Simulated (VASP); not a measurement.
# NaCl (Fm-3m) in VASP: a series of runs, part 2 of 2

VASP 6.6.1. The steps go on from the part before.

### Step 3. Single point, PBE

The input, INCAR:

```
SYSTEM = NaCl
ALGO     = Normal         ! electronic algorithm
EDIFF    = 1E-7           ! SCF threshold, eV
ENCUT    = 520            ! plane-wave cutoff, eV
GGA      = PE             ! functional
ISIF     = 2              ! what is computed and relaxed
ISMEAR   = 0              ! smearing method
LASPH    = .True.         ! aspherical terms in the spheres
LCHARG   = .False.        ! write CHGCAR
LREAL    = .False.        ! projectors in reciprocal space
LWAVE    = .False.        ! write WAVECAR
NBANDS   = 14             ! bands
NELM     = 100            ! most SCF steps
PREC     = Accurate       ! precision mode
SIGMA    = 0.01           ! smearing width, eV
```

The input, KPOINTS:

```
k-points
0
Gamma
  6 6 6
  0 0 0
```

The input, POSCAR:

```
NaCl
1.0
    0.0000000000      2.8026988254      2.8026988254
    2.8026988254      0.0000000000      2.8026988254
    2.8026988254      2.8026988254      0.0000000000
Na Cl
1 1
Direct
    0.0000000000      0.0000000000      0.0000000000
    0.5000000000      0.5000000000      0.5000000000
```

Potentials or basis: VASP PAW PBE potentials, release 64 (Na_pv, Cl).

Run with:

```
> cat potpaw_PBE.64/Na_pv/POTCAR potpaw_PBE.64/Cl/POTCAR > POTCAR
> mpirun -np 1 vasp_std > vasp.out
```

It took 6.1 s on 1 thread of Intel Xeon 6975P-C (Granite Rapids), shared host; peak memory 0.15 GiB.

It converged, with:

* Free energy: -6.7694 eV
* Pressure: 1.2 GPa
* Band gap on the k mesh: 5.18 eV, direct

Levels at points of the mesh, in eV from the valence-band top:
| k point | band 3 | band 4 | band 5 | band 6 | band 7 | band 8 | band 9 | band 10 | band 11 | band 12 |
| --- | --- | --- | --- | --- | --- | --- | --- | --- | --- | --- |
| (0.00, 0.00, 0.00) | -20.78 | -12.70 | 0.00 | 0.00 | 0.00 | 5.18 | 11.14 | 11.14 | 11.14 | 13.32 |
| (0.50, 0.00, 0.00) | -20.79 | -12.34 | -1.98 | -0.27 | -0.27 | 7.31 | 10.78 | 11.02 | 11.02 | 15.11 |
| (0.50, 0.50, 0.00) | -20.79 | -12.30 | -1.71 | -0.61 | -0.61 | 7.59 | 8.06 | 11.45 | 14.94 | 14.94 |

### Step 4. Single point, r2SCAN

POSCAR is that of step 3.

The input, INCAR.step1:

```
ALGO = Normal ; EDIFF = 1E-4
ENCUT = 520 ; GGA = PE
ISMEAR = 0 ; LASPH = T
LCHARG = F ; LREAL = F
LWAVE = T ; NBANDS = 14
NELM = 60 ; PREC = Accurate
SIGMA = 0.01
```

The input, INCAR.step2:

```
ALGO = Normal ; EDIFF = 1E-6
ENCUT = 520 ; ISIF = 2
ISMEAR = 0 ; ISTART = 1
LASPH = T ; LCHARG = F
LMIXTAU = T ; LREAL = F
LWAVE = F ; METAGGA = R2SCAN
NBANDS = 14 ; NELM = 60
PREC = Accurate ; SIGMA = 0.01
```

The input, KPOINTS:

```
k-points
0
Gamma
  6 6 6
```

Run with:

```
> cat potpaw_PBE.64/Na_pv/POTCAR potpaw_PBE.64/Cl/POTCAR > POTCAR
> cp INCAR.step1 INCAR
> mpirun -np 1 vasp_std > vasp.out
> cp INCAR.step2 INCAR
> mpirun -np 1 vasp_std > vasp.out
```

Wall time 22 s (1 thread of Intel Xeon 6975P-C (Granite Rapids), shared host); peak memory 0.16 GiB.

It converged, with:

```
Free energy            : -13.7901 eV
Pressure               : -0.1 GPa
Band gap on the k mesh : 6.00 eV, direct
```

Levels at points of the mesh, in eV from the valence-band top:
```csv
k point,band 4,band 5,band 6,band 7,band 8,band 9,band 10,band 11
"(0.00, 0.00, 0.00)",-13.26,0.00,0.00,0.00,6.00,11.78,11.78,11.78
"(0.50, 0.00, 0.00)",-12.90,-1.98,-0.29,-0.29,7.98,11.77,11.81,11.81
"(0.50, 0.50, 0.00)",-12.85,-1.73,-0.63,-0.63,8.50,8.60,12.35,16.09
```

Caveat: the PAW data sets were made with another functional, which shifts forces and pressure a little.

### Step 5. Single point, PBE

The input, INCAR:

```
SYSTEM = NaCl
ALGO = Normal
EDIFF = 1E-6
ENCUT = 520
GGA = PE
ISIF = 2
ISMEAR = 0
LASPH = .True.
LCHARG = .False.
LREAL = .False.
LWAVE = .False.
NBANDS = 14
NELM = 60
PREC = Accurate
SIGMA = 0.01
```

The input, KPOINTS:

```
k-points
0
Gamma
  8 8 8
  0 0 0
```

POSCAR is that of step 4.

Potentials or basis: VASP PAW PBE potentials, release 64 (Na_pv, Cl).

Run with:

```
> cat potpaw_PBE.64/Na_pv/POTCAR potpaw_PBE.64/Cl/POTCAR > POTCAR
> mpirun -np 1 vasp_std > vasp.out
```

OUTCAR:

```text
SYSTEM = NaCl
   EDIFF = 1E-6
   ENCUT = 520
   GGA = PE
   ISIF = 2
   ISMEAR = 0
   LASPH = .True.
   LREAL = .False.
   NELM = 60
   PREC = Accurate

 ion  position               nearest neighbor table
   1  0.000  0.000  0.000-
   2  0.500  0.500  0.500-

  LATTYP: Found a face centered cubic cell.
 ALAT       =     5.6053976508

  Lattice vectors:

 A1 = (   0.0000000000,   2.8026988254,   2.8026988254)
[... 592 lines left out ...]

 [... further k-points ...]

------------------------ aborting loop because EDIFF is reached ----------------------------------------

  FORCE on cell =-STRESS in cart. coord.  units (eV):
  Direction    XX          YY          ZZ          XY          YZ          ZX
  --------------------------------------------------------------------------------------
  -------------------------------------------------------------------------------------
  Total        0.3417843      0.3417843      0.3417843      0.0000000      0.0000000      0.0000000
  in kB       12.4366490     12.4366490     12.4366490      0.0000000      0.0000000      0.0000000
  external PRESSURE =      12.4366490 kB  Pullay stress =       0.0000000 kB

 VOLUME and BASIS-vectors are now :
 -----------------------------------------------------------------------------
  energy-cutoff  :      520.00
  volume of cell :       44.03
      direct lattice vectors                 reciprocal lattice vectors
     0.000000000  2.802698825  2.802698825    -0.178399475  0.178399475  0.178399475
     2.802698825  0.000000000  2.802698825     0.178399475 -0.178399475  0.178399475
     2.802698825  2.802698825  0.000000000     0.178399475  0.178399475 -0.178399475

 POSITION                                       TOTAL-FORCE (eV/Angst)
 -----------------------------------------------------------------------------------
      0.00000      0.00000      0.00000        -0.000000     -0.000000      0.000000
      2.80270      2.80270      2.80270         0.000000      0.000000      0.000000
 -----------------------------------------------------------------------------------
    total drift:                               -0.000000      0.000000      0.000000

  FREE ENERGIE OF THE ION-ELECTRON SYSTEM (eV)
  ---------------------------------------------------
  free  energy   TOTEN  =        -6.7694219356 eV

  energy  without entropy=       -6.7694219356  energy(sigma->0) =       -6.76942194
```

stdout:

```text
POSCAR found type information on POSCAR NaCl
 POSCAR found :  2 types and       2 ions
 scaLAPACK will be used
 LDA part: xc-table for (Slater+PW92), standard interpolation
 POSCAR, INCAR and KPOINTS ok, starting setup
 FFT: planning ... GRIDC
 FFT: planning ... GRID_SOFT
 FFT: planning ... GRID
 WAVECAR not read
 entering main loop
```

It took 7.6 s on 1 thread of Intel Xeon 6975P-C (Granite Rapids), shared host; peak memory 0.16 GiB.

What came out:

- Free energy: -6.7694 eV
- Pressure: 1.2 GPa
- Band gap on the k mesh: 5.18 eV, direct

Levels at points of the mesh, in eV from the valence-band top:
```csv
k point,band 3,band 4,band 5,band 6,band 7,band 8,band 9,band 10,band 11,band 12
"(0.00, 0.00, 0.00)",-20.78,-12.70,0.00,0.00,0.00,5.18,11.14,11.14,11.14,13.32
"(0.50, 0.00, 0.00)",-20.79,-12.34,-1.98,-0.27,-0.27,7.31,10.78,11.02,11.02,15.11
"(0.50, 0.50, 0.00)",-20.79,-12.30,-1.71,-0.61,-0.61,7.59,8.06,11.45,14.94,14.94
```

PBE gaps usually lie below the measured ones, often by a third to a half.

### Step 6. Summary

| level | k mesh | gap on the mesh (eV) | pressure (GPa) |
| --- | --- | --- | --- |
| PBE | 6 × 6 × 6 | 5.18 | 1.2 |
| r2SCAN | 6 × 6 × 6 | 6.00 | -0.1 |
| PBE | 8 × 8 × 8 | 5.18 | 1.2 |

Alike in all rows: task single point; potentials or basis VASP PAW PBE potentials, release 64 (Na_pv, Cl); no spin polarisation; cell as given; cutoff (eV) 520; smearing gaussian 0.01 eV.

On the cell as given the gap runs from 5.18 eV (PBE) to 6.00 eV (r2SCAN); the meshes differ, which moves gaps too. The pressure there spans -0.1 GPa (r2SCAN) to 1.2 GPa (PBE); a positive pressure means that this level wants a larger cell, a negative one a smaller.

Caveats: the PAW data sets were made with another functional, which shifts forces and pressure a little (some runs).

Absolute energies hang on the potentials; compare differences alone.
